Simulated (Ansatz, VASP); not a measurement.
MgO2 in VASP and in Ansatz

```
Mg O
1.0
     4.99709    0.00000    0.00000
     0.00000    4.99709    0.00000
     0.00000    0.00000    4.99709
Mg O
4 8
Direct
  0.00000 0.50000 0.50000
  0.50000 0.50000 0.00000
  0.50000 0.00000 0.50000
  0.00000 0.00000 0.00000
  0.41272 0.08728 0.91272
  0.08728 0.91272 0.41272
  0.91272 0.41272 0.08728
  0.58728 0.58728 0.58728
  0.41272 0.41272 0.41272
  0.08728 0.58728 0.91272
  0.91272 0.08728 0.58728
  0.58728 0.91272 0.08728
```

Alike in both runs: task relaxation of the atoms; functional PBEsol; k mesh 6 × 6 × 6; occupations gaussian, width 0.02 eV; no spin polarisation.

```csv
,VASP,Ansatz
version,VASP 6.6.1,Ansatz 0.2.0
potentials or method,"VASP PAW PBE potentials, release 64 (Mg, O), cutoff 520 eV","scalar-relativistic, plane waves, PAW"
valence electrons in the cell,56,88
```

```csv
,VASP,Ansatz,Ansatz less VASP
"gap on the k mesh at the Fermi level, each at its own relaxed structure (eV)",3.58,3.66,+0.081
```

VASP's potentials were made for PBE, not for PBEsol. VASP's potentials hold 56 valence electrons a cell and Ansatz's 88, so a difference there can come from the potentials and not from the codes. Ansatz's warnings: stress scf threshold loose.
